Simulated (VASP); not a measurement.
Wanted: the native input for a VASP 6.6.1 run.

```yaml
Task: single point
Functional: PBE
Potentials_or_basis: VASP PAW PBE potentials, release 64 (Sr_sv)
Cutoff: 520 eV
k_mesh: 14 × 14 × 14
Occupations: gaussian, width 0.1 eV
Spin: no spin polarisation
Dipole_correction: no
Further_INCAR_settings: ALGO = Fast; EDIFF = 1e-07; NBANDS = 11
```

The structure of Sr lies in POSCAR:

```
Sr
1.0
   -2.1319796776      2.1319284327      3.0079532908
    2.1319796776     -2.1319284327      3.0079532908
    2.1319796776      2.1319284327     -3.0079532908
Sr
1
Direct
    0.5000000000      0.5000000000      0.0000000000
```

One way to write it, as run:

INCAR

```
SYSTEM = Sr
PREC     = Accurate       ! precision mode
ENCUT    = 520            ! plane-wave cutoff, eV
EDIFF    = 1E-7           ! SCF threshold, eV
ISMEAR   = 0              ! smearing method
SIGMA    = 0.1            ! smearing width, eV
LREAL    = .False.        ! projectors in reciprocal space
LASPH    = .True.         ! aspherical terms in the spheres
NELM     = 60             ! most SCF steps
ALGO     = Fast           ! electronic algorithm
ISIF     = 2              ! what is computed and relaxed
LWAVE    = .False.        ! write WAVECAR
LCHARG   = .False.        ! write CHGCAR
GGA      = PE             ! functional
NBANDS   = 11             ! bands
```

KPOINTS

```
Automatic mesh
0
Gamma
  14 14 14
  0 0 0
```

Potentials or basis: VASP PAW PBE potentials, release 64 (Sr_sv).

Command:

```bash
$ cat potpaw_PBE.64/Sr_sv/POTCAR > POTCAR
$ mpirun -np 1 vasp_std > vasp.out
```

It gave:

```
Pressure               : 0.0 GPa
Band gap on the k mesh : zero (bands 5 and 6 overlap by 0.03 eV)
```

Wall time 3.1 min on 1 thread of Intel(R) Xeon(R) Platinum 8488C (Sapphire Rapids), with other jobs on the host, peak memory 0.38 GiB.
